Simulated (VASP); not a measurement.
Set up this calculation in VASP 6.6.1, as the native input.

```yaml
Task: single point
Functional: PBE
Dispersion: D3(BJ)
Potentials_or_basis: VASP PAW PBE potentials, release 64 (Al)
Cutoff: 520 eV
k_mesh: 18 × 18 × 4
Occupations: gaussian, width 0.15 eV
Spin: no spin polarisation
Dipole_correction: no
Further_INCAR_settings: ALGO = Normal; EDIFF = 1e-06; NBANDS = 14
```

The structure of Al lies in POSCAR:

```
Al
1.0
    2.6568000000      0.0000000000      0.0000000000
   -1.3284000000      2.3008562928      0.0000000000
    0.0000000000      0.0000000000      7.2450000000
Al
4
Direct
    0.0000000000      0.0000000000      0.0000000000
    0.3333333333      0.6666666667      0.2500000000
    0.0000000000      0.0000000000      0.5000000000
    0.6666666667      0.3333333333      0.7500000000
```

This isn't the form of Al at room conditions, which is fcc.

One way to write it, as run:

INCAR

```
SYSTEM = Al
  PREC = Accurate
  ENCUT = 520
  EDIFF = 1E-6
  ISMEAR = 0
  SIGMA = 0.15
  LREAL = .FALSE.
  LASPH = .TRUE.
  NELM = 80
  ALGO = Normal
  ISIF = 2
  LWAVE = .FALSE.
  LCHARG = .FALSE.
  GGA = PE
  IVDW = 12
  NBANDS = 14
```

KPOINTS

```
regular mesh
0
G
  18 18 4
  0 0 0
```

Potentials or basis: VASP PAW PBE potentials, release 64 (Al).

Run with:

```console
$ cat potpaw_PBE.64/Al/POTCAR > POTCAR
$ mpirun -np 1 vasp_std > vasp.out
```

Results of the run:

```
Pressure                   : 73.8 GPa
Band gap on the k mesh     : zero (bands 6 and 7 overlap by 10.77 eV)
Dispersion energy per atom : -0.509 eV
```

Caveat: the stress differs along the axes, from 55 to 111 GPa.

Wall time 67 s on 1 thread of Intel Xeon 8259CL, on a shared host, peak memory 0.19 GiB.
